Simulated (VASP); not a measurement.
Crystal: Ga2O3.

```
Ga O
1.0
     2.49870    1.44262    4.48355
    -2.49870    1.44262    4.48355
     0.00000   -2.88525    4.48355
Ga O
4 6
Direct
  0.85559 0.85559 0.85559
  0.64441 0.64441 0.64441
  0.14441 0.14441 0.14441
  0.35559 0.35559 0.35559
  0.75000 0.44683 0.05317
  0.44683 0.05317 0.75000
  0.05317 0.75000 0.44683
  0.25000 0.55317 0.94683
  0.94683 0.25000 0.55317
  0.55317 0.94683 0.25000
```

| Quantity | Value |
| --- | --- |
| Program | VASP 6.6.1 |
| Task | relaxation of cell and atoms |
| Functional | PBE |
| Potentials or basis | VASP PAW PBE potentials, release 64 (Ga_d, O) |
| Cutoff | 600 eV |
| k mesh | 6 × 6 × 6 |
| Occupations | fermi-dirac, width 0.02 eV |
| Spin | no spin polarisation |

At the start: pressure 8.7 GPa; volume 9.70 Å³/atom.

Problem. How do energy, volume and symmetry change on relaxing?

Solution. Over 8 steps the energy falls by 10.5 meV/atom and the volume is 10.10 Å³/atom (+4.1 %); space group R-3c (No. 167, to 0.1 Å) before and after.

Step by step:
```csv
step,energy change (eV),largest force (eV/Å),pressure (GPa),volume (Å³)
1,0.0000,0.0664,8.71,96.97
2,-0.0292,0.0194,-6.43,104.56
3,-0.1044,0.0373,-0.04,100.96
4,-0.1044,0.0380,0.12,100.88
5,-0.1047,0.0137,0.11,100.89
6,-0.1047,0.0057,0.12,100.90
7,-0.1048,0.0041,-0.09,101.00
8,-0.1048,0.0048,-0.02,100.97
```

Final structure:
```
Ga O
1.0
     2.53201    1.46186    4.54636
    -2.53201    1.46186    4.54636
     0.00000   -2.92372    4.54636
Ga O
4 6
Cartesian
  0.0000 0.0000 11.6735
  0.0000 0.0000 8.7851
  0.0000 0.0000 1.9656
  0.0000 0.0000 4.8540
  0.7675 1.5943 5.6829
  0.9969 -1.4619 5.6829
  -1.7645 -0.1324 5.6829
  -0.7675 -1.5943 7.9561
  1.7645 0.1324 7.9561
  -0.9969 1.4619 7.9561
```
